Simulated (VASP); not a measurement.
A run of VASP 6.6.1 is set up as follows.

Contents of INCAR:

```
ALGO     = Normal         # electronic algorithm
EDIFF    = 1E-7           # SCF threshold, eV
ENCUT    = 520            # plane-wave cutoff, eV
GGA      = RE             # functional
ISIF     = 2              # what is computed and relaxed
ISMEAR   = -1             # smearing method
LASPH    = True           # aspherical terms in the spheres
LCHARG   = False          # write CHGCAR
LREAL    = False          # projectors in reciprocal space
LWAVE    = False          # write WAVECAR
NBANDS   = 13             # bands
NELM     = 60             # most SCF steps
PREC     = Accurate       # precision mode
SIGMA    = 0.1            # smearing width, eV
```

Contents of KPOINTS:

```
k-points
0
Gamma
  16 16 16
```

The input POSCAR:

```
Ru
1.0
   -1.4910785311      1.4910785311      1.4910785311
    1.4910785311     -1.4910785311      1.4910785311
    1.4910785311      1.4910785311     -1.4910785311
Ru
1
Direct
    0.0000000000      0.0000000000      0.0000000000
```

Potentials or basis: VASP PAW PBE potentials, release 64 (Ru_pv).

Run with:

```sh
$ cat potpaw_PBE.64/Ru_pv/POTCAR > POTCAR
$ mpirun -np 1 vasp_std > vasp.out
```

Q: What does it give for the pressure?

A: 27.2 GPa.

Q: Estimate the band gap on the k mesh.

A: Zero (band 7 reaches 15.46 eV, above the bottom of band 8 at 11.67 eV).

Caveat: the PAW data sets were made with another functional, which shifts forces and pressure a little.
